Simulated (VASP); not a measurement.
# Se (P3_121) in VASP: single point with PBE

Aim: the single point of Se with PBE.

All numbers are computed with VASP 6.6.1; they aren't measurements. Logs are shortened: lines on timing, memory, paths and dates and some standing lists are left out, and cuts for length are marked.

## 1. The cell of the first run

It takes space group P3_121 (No. 152, trigonal). Conventional cell: a = 4.366 Å, b = 4.366 Å, c = 4.954 Å, α = 90.00°, β = 90.00°, γ = 120.00°. Se (site symmetry 2) has 2 Se at 2.37 Å within 3.1 Å.

## 2. Single point, PBE

File INCAR:

```
SYSTEM = Se
PREC     = Accurate       ! precision mode
ENCUT    = 500            ! plane-wave cutoff, eV
EDIFF    = 1E-6           ! SCF threshold, eV
ISMEAR   = 0              ! smearing method
SIGMA    = 0.01           ! smearing width, eV
LREAL    = .FALSE.        ! projectors in reciprocal space
LASPH    = .TRUE.         ! aspherical terms in the spheres
NELM     = 120            ! most SCF steps
ALGO     = Normal         ! electronic algorithm
ISIF     = 2              ! what is computed and relaxed
LWAVE    = .FALSE.        ! write WAVECAR
LCHARG   = .FALSE.        ! write CHGCAR
GGA      = PE             ! functional
NBANDS   = 16             ! bands
GGA_COMPAT= .FALSE.
```

File KPOINTS:

```
regular mesh
0
G
  5 5 4
  0 0 0
```

File POSCAR:

```
Se
1.0
    4.3662000000      0.0000000000      0.0000000000
   -2.1831000000      3.7812400000      0.0000000000
    0.0000000000      0.0000000000      4.9536000000
Se
3
Direct
    0.2254000000      0.0000000000      0.3333333333
    0.0000000000      0.2254000000      0.6666666667
    0.7746000000      0.7746000000      0.0000000000
```

Potentials or basis: VASP PAW PBE potentials, release 64 (Se).

The run is started by

```bash
$ cat potpaw_PBE.64/Se/POTCAR > POTCAR
$ mpirun -np 1 vasp_std > vasp.out
```

OUTCAR:

```text
SYSTEM = Se
   PREC = Accurate
   ENCUT = 500
   EDIFF = 1E-6
   ISMEAR = 0
   LREAL = .FALSE.
   LASPH = .TRUE.
   NELM = 120
   ISIF = 2
   GGA = PE

 ion  position               nearest neighbor table
   1  0.225  0.000  0.333-   3 2.37   2 2.37
   2  0.000  0.225  0.667-   3 2.37   1 2.37
   3  0.775  0.775  0.000-   2 2.37   1 2.37

  LATTYP: Found a hexagonal cell.
 ALAT       =     4.3662000000
 C/A-ratio  =     1.1345334616

  Lattice vectors:

 A1 = (   4.3662000000,   0.0000000000,   0.0000000000)
 A2 = (  -2.1831000000,   3.7812400000,   0.0000000000)
 A3 = (   0.0000000000,   0.0000000000,   4.9536000000)

Analysis of symmetry for initial positions (statically):
=====================================================================
 Subroutine PRICEL returns:
 Original cell was already a primitive cell.

 Routine SETGRP: Setting up the symmetry group for a
 hexagonal supercell.

 Subroutine GETGRP returns: Found  6 space group operations
 (whereof  2 operations were pure point group operations)
 out of a pool of 24 trial point group operations.

The static configuration has the point symmetry C_2 .
 The point group associated with its full space group is D_3 .

Analysis of symmetry for dynamics (positions and initial velocities):
=====================================================================
 Subroutine PRICEL returns:
 Original cell was already a primitive cell.

 Routine SETGRP: Setting up the symmetry group for a
 hexagonal supercell.

 Subroutine GETGRP returns: Found  6 space group operations
 (whereof  2 operations were pure point group operations)
 out of a pool of 24 trial point group operations.

The dynamic configuration has the point symmetry C_2 .
 The point group associated with its full space group is D_3 .

 Subroutine INISYM returns: Found  6 space group operations
 (whereof  2 operations are pure point group operations),
 and found     1 'primitive' translations

----------------------------------------------------------------------------------------

                                     Primitive cell

  volume of cell :      81.7822

  direct lattice vectors                    reciprocal lattice vectors
     4.366200000  0.000000000  0.000000000     0.229032110  0.132231755  0.000000000
    -2.183100000  3.781240000  0.000000000     0.000000000  0.264463509  0.000000000
     0.000000000  0.000000000  4.953600000     0.000000000  0.000000000  0.201873385

  length of vectors
     4.366200000  4.366199898  4.953600000     0.264463503  0.264463509  0.201873385

  position of ions in fractional coordinates (direct lattice)
     0.225400000  0.000000000  0.333333333
     0.000000000  0.225400000  0.666666667
     0.774600000  0.774600000  0.000000000

  ion indices of the primitive-cell ions
   primitive index   ion index
                 1           1
                 2           2
                 3           3

----------------------------------------------------------------------------------------

 KPOINTS: regular mesh

Automatic generation of k-mesh.
 Grid dimensions read from file:
 generate k-points for:    5    5    4

 Generating k-lattice:

  Cartesian coordinates                     Fractional coordinates (reciprocal lattice)
     0.045806422  0.026446351  0.000000000     0.200000000  0.000000000  0.000000000
     0.000000000  0.052892702  0.000000000     0.000000000  0.200000000  0.000000000
     0.000000000  0.000000000  0.050468346     0.000000000  0.000000000  0.250000000

  Length of vectors
     0.052892701  0.052892702  0.050468346

  Shift w.r.t. Gamma in fractional coordinates (k-lattice)
     0.000000000  0.000000000  0.000000000

 Subroutine IBZKPT returns following result:
 ===========================================

 Found     17 irreducible k-points:

 Following reciprocal coordinates:
            Coordinates               Weight
  0.000000  0.000000  0.000000      1.000000
  0.200000 -0.000000  0.000000      6.000000
  0.400000 -0.000000  0.000000      6.000000
  0.200000  0.200000  0.000000      6.000000
  0.400000  0.200000  0.000000      6.000000
  0.000000  0.000000  0.250000      2.000000
[... 9 lines left out ...]
  0.200000  0.200000  0.500000      6.000000
  0.400000  0.200000  0.500000      6.000000
   k-points           NKPTS =     17   k-points in BZ     NKDIM =     17   number of bands    NBANDS=     16
   number of dos      NEDOS =    301   number of ions     NIONS =      3
   total plane-waves  NPLWV =  36864
   dimension x,y,z NGX =    32 NGY =   32 NGZ =   36
   dimension x,y,z NGXF=    64 NGYF=   64 NGZF=   72
   ions per type =               3
   NGX,Y,Z   is equivalent  to a cutoff of  12.18, 12.18, 12.08 a.u.
   NGXF,Y,Z  is equivalent  to a cutoff of  24.37, 24.37, 24.16 a.u.
 SYSTEM =  Se
   PREC   = accura    normal or accurate (medium, high low for compatibility)
   ISTART =      0    job   : 0-new  1-cont  2-samecut
   ICHARG =      2    charge: 1-file 2-atom 10-const
   ISPIN  =      1    spin polarized calculation?
   LNONCOLLINEAR =      F non collinear calculations
   LSORBIT =      F    spin-orbit coupling
   LASPH  =      T    aspherical Exc in radial PAW
   ENCUT  =  500.0 eV  36.75 Ry    6.06 a.u.   7.96  7.96  9.03*2*pi/ulx,y,z
   NELM   =    120;   NELMIN=  2; NELMDL= -5     # of ELM steps
   EDIFF  = 0.1E-05   stopping-criterion for ELM
   LREAL  =      F    real-space projection
   EDIFFG = 0.1E-04   stopping-criterion for IOM
   NSW    =      0    number of steps for IOM
   IBRION =     -1    ionic relax: 0-MD 1-quasi-New 2-CG
   NFREE  =      0    steps in history (QN), initial steepest desc. (CG)
   ISIF   =      2    stress and relaxation
   ISYM   =      2    0-nonsym 1-usesym 2-fastsym
   POTIM  = 0.5000    time-step for ionic-motion
   TEBEG  =    0.0;   TEEND  =   0.0 temperature during run
   PSTRESS=    0.0 pullay stress
   NELECT =      18.0000    total number of electrons
   NUPDOWN=      -1.0000    fix difference up-down
   EMIN   =  10.00;   EMAX   =-10.00  energy-range for DOS
   EFERMI =   0.00;   METHOD = LEGACY
   ISMEAR =     0;   SIGMA  =   0.01  broadening in eV -4-tet -1-fermi 0-gaus
   EFERMI_NEDOS =   21; number of points for ismear=-14 and -15
   IALGO  =     38    algorithm
   IMIX   =      4    mixing-type and parameters
     AMIX     =   0.40;   BMIX     =  1.00
     AMIX_MAG =   1.60;   BMIX_MAG =  1.00
  volume/ion in A,a.u.               =      27.26       183.96
  Fermi-wavevector in a.u.,A,eV,Ry     =   0.988430  1.867862 13.292818  0.976995
  Thomas-Fermi vector in A             =   2.119956
   LORBIT       =      0    0 simple, 1 ext, 2 COOP (PROOUT), +10 PAW based schemes
   GGA     = PE    functional components
   LHFCALC =     F    Hartree Fock is set to
   AEXX    =    0.0000 exact exchange contribution
   IVDW    =     0    specifies the selected vdW correction
   LEPSILON=     F    determine dielectric tensor
   LRPA    =     F    only Hartree local field effects (RPA)
 non-spin polarized calculation
 Gauss-broadening in eV      SIGMA  =   0.01
  energy-cutoff  :      500.00
  volume of cell :       81.78
 maximum number of plane-waves:      2098
 NGX is ok and might be reduce to    32
   NGX = 15   NGY = 15   NGZ = 19

 number of electron      18.0000004 magnetization

 Free energy of the ion-electron system (eV)
  ---------------------------------------------------
  ext. energy  EPLUGINS =         0.00000000
  ---------------------------------------------------
  free energy    TOTEN  =       -10.46819932 eV

  energy without entropy =      -10.46819932  energy(sigma->0) =      -10.46819932

 E-fermi :   2.7008     XC(G=0):  -8.8423

 val. band max:        2.6503249148   @ k =   0.4000   0.2000   0.5000
 cond. band min:       3.8916721302   @ k =   0.0000   0.0000   0.5000
 fundamental gap:      1.2413472154
 Fermi energy:         2.7007630535

 k-point     1 :       0.0000    0.0000    0.0000
  band No.  band energies     occupation
      1     -13.1744      2.00000
      2      -9.0516      2.00000
      3      -9.0516      2.00000
      4      -1.1588      2.00000
      5      -1.1588      2.00000
      6      -1.0821      2.00000
[... 8 lines left out ...]
     15       9.1618      0.00000
     16      11.0594      0.00000

 k-point     2 :       0.2000   -0.0000    0.0000
  band No.  band energies     occupation
      1     -13.0271      2.00000
      2      -9.1906      2.00000
      3      -9.0377      2.00000
      4      -1.9909      2.00000
      5      -1.5629      2.00000
      6      -0.9023      2.00000
[... 8 lines left out ...]
     15      10.2823      0.00000
     16      11.1827      0.00000

 k-point     3 :       0.4000   -0.0000    0.0000
  band No.  band energies     occupation
      1     -12.7480      2.00000
      2      -9.4877      2.00000
      3      -9.0139      2.00000
      4      -2.4431      2.00000
      5      -1.9743      2.00000
      6      -0.8721      2.00000
[... 8 lines left out ...]
     15      11.7361      0.00000
     16      12.6179      0.00000

 k-point     4 :       0.2000    0.2000    0.0000
  band No.  band energies     occupation
      1     -12.8078      2.00000
      2      -9.3547      2.00000
      3      -9.0906      2.00000
      4      -2.2885      2.00000
      5      -2.0877      2.00000
      6      -0.7010      2.00000
[... 8 lines left out ...]
     15      11.0612      0.00000
     16      12.0350      0.00000
[... 191 lines left out ...]
 k-point    15 :       0.4000   -0.0000    0.5000
  band No.  band energies     occupation
      1     -11.7556      2.00000
      2     -11.6258      2.00000
      3      -7.7651      2.00000
      4      -3.1149      2.00000
      5      -1.7011      2.00000
      6      -1.5042      2.00000
[... 8 lines left out ...]
     15      11.1603      0.00000
     16      11.7946      0.00000

 k-point    16 :       0.2000    0.2000    0.5000
  band No.  band energies     occupation
      1     -11.7721      2.00000
      2     -11.6978      2.00000
      3      -7.6365      2.00000
      4      -2.8860      2.00000
      5      -1.7990      2.00000
      6      -1.6636      2.00000
[... 8 lines left out ...]
     15      10.8865      0.00000
     16      11.5822      0.00000

 k-point    17 :       0.4000    0.2000    0.5000
  band No.  band energies     occupation
      1     -11.6644      2.00000
      2     -11.5789      2.00000
      3      -7.9159      2.00000
      4      -3.1270      2.00000
      5      -2.1279      2.00000
      6      -2.0520      2.00000
[... 8 lines left out ...]
     15      11.4772      0.00000
     16      11.6365      0.00000

------------------------ aborting loop because EDIFF is reached ----------------------------------------

  FORCE on cell =-STRESS in cart. coord.  units (eV):
  Direction    XX          YY          ZZ          XY          YZ          ZX
  --------------------------------------------------------------------------------------
  -------------------------------------------------------------------------------------
  Total        1.1751203      1.1751202      2.1155128      0.0000000      0.0000000      0.0000000
  in kB       23.0215263     23.0215249     41.4445506      0.0000000      0.0000000      0.0000000
  external PRESSURE =      29.1625340 kB  Pullay stress =       0.0000000 kB

 VOLUME and BASIS-vectors are now :
 -----------------------------------------------------------------------------
  energy-cutoff  :      500.00
  volume of cell :       81.78
      direct lattice vectors                 reciprocal lattice vectors
     4.366200000  0.000000000  0.000000000     0.229032110  0.132231755  0.000000000
    -2.183100000  3.781240000  0.000000000     0.000000000  0.264463509  0.000000000
     0.000000000  0.000000000  4.953600000     0.000000000  0.000000000  0.201873385

 POSITION                                       TOTAL-FORCE (eV/Angst)
 -----------------------------------------------------------------------------------
      0.98414      0.00000      1.65120         0.436753     -0.000000     -0.000000
     -0.49207      0.85229      3.30240        -0.218377      0.378239     -0.000000
      1.69103      2.92895      0.00000        -0.218377     -0.378239      0.000000
 -----------------------------------------------------------------------------------
    total drift:                               -0.000000     -0.000000      0.000000

  FREE ENERGIE OF THE ION-ELECTRON SYSTEM (eV)
  ---------------------------------------------------
  free  energy   TOTEN  =       -10.4681993234 eV

  energy  without entropy=      -10.4681993234  energy(sigma->0) =      -10.46819932
```

Run time: 13 s. Hardware: 1 thread of Intel Xeon Platinum 8559C (Emerald Rapids), shared host; peak memory 0.18 GiB.

What came out:

* Free energy: -10.4682 eV
* Pressure: 2.9 GPa
* Largest force: 0.437 eV/Å
* Band gap on the k mesh: 1.24 eV (least direct gap 1.34 eV)

Forces in eV/Å, atoms in the order of the input:
```
Se   0.437  0.000  0.000
Se  -0.218  0.378  0.000
Se  -0.218 -0.378  0.000
```

Caveat: an odd mesh through Γ misses points on the zone boundary, where band edges can lie. A hybrid or GW would open this gap; PBE tends to underestimate it.
